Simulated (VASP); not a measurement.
Write the native input for VASP 6.6.1 that does the following.

- Task: relaxation of cell and atoms
- Functional: r2SCAN
- Potentials or basis: VASP PAW PBE potentials, release 64 (Hf_pv, O)
- Cutoff: 600 eV
- k mesh: 6 × 6 × 6
- Occupations: gaussian, width 0.1 eV
- Spin: no spin polarisation
- Dipole correction: no
- Further INCAR settings: ALGO = Normal; EDIFF = 1e-06; IBRION = 2; EDIFFG = -0.05; NSW = 100; ISIF = 3

Crystal: HfO2.

```
Hf O
1.0
     0.00000    2.55750    2.55750
     2.55750    0.00000    2.55750
     2.55750    2.55750    0.00000
Hf O
1 2
Cartesian
  0.0000 0.0000 0.0000
  1.2788 1.2788 1.2788
  3.8363 3.8363 3.8363
```

The input as run:

POSCAR

```
HfO2
1.0
    0.0000000000      2.5575000000      2.5575000000
    2.5575000000      0.0000000000      2.5575000000
    2.5575000000      2.5575000000      0.0000000000
Hf O
1 2
Direct
    0.0000000000      0.0000000000      0.0000000000
    0.2500000000      0.2500000000      0.2500000000
    0.7500000000      0.7500000000      0.7500000000
```

INCAR.step1

```
SYSTEM = HfO2
  PREC = Accurate
  ENCUT = 600
  ISMEAR = 0
  SIGMA = 0.1
  LREAL = .False.
  LASPH = .True.
  NELM = 100
  GGA = PE
  ALGO = Normal
  EDIFF = 1E-4
  LWAVE = .True.
  LCHARG = .False.
```

INCAR.step2

```
SYSTEM = HfO2
  PREC = Accurate
  ENCUT = 600
  EDIFF = 1E-6
  ISMEAR = 0
  SIGMA = 0.1
  LREAL = .False.
  LASPH = .True.
  NELM = 100
  ALGO = Normal
  ISIF = 3
  LWAVE = .False.
  LCHARG = .False.
  METAGGA = R2SCAN
  LMIXTAU = .True.
  IBRION = 2
  NSW = 100
  EDIFFG = -0.05
  ISTART = 1
```

KPOINTS

```
regular mesh
0
Gamma
  6 6 6
  0 0 0
```

Potentials or basis: VASP PAW PBE potentials, release 64 (Hf_pv, O).

Command:

```sh
$ cat potpaw_PBE.64/Hf_pv/POTCAR potpaw_PBE.64/O/POTCAR > POTCAR
$ cp INCAR.step1 INCAR
$ mpirun -np 1 vasp_std > vasp.out
$ cp INCAR.step2 INCAR
$ mpirun -np 1 vasp_std > vasp.out
```

It gave:

- Relaxed volume: 10.63 Å³/atom
- Relaxed cell: a = 3.559 Å, b = 3.559 Å, c = 3.559 Å, α = 60.00°, β = 60.00°, γ = 60.00°
- Space group after relaxing (to 0.05 Å): Fm-3m (No. 225)
- Energy gained by relaxing: 21.4 meV/atom
- Ionic steps: 3
- Pressure after relaxing: -0.3 GPa
- Band gap on the k mesh: 4.36 eV, direct

Caveat: the PAW data sets were made with another functional, which shifts forces and pressure a little; spin-orbit coupling is left out, which moves the levels of the heavy elements.

It took 96 s on 1 thread of Intel(R) Xeon(R) Platinum 8488C (Sapphire Rapids), on a shared host, peak memory 0.18 GiB.
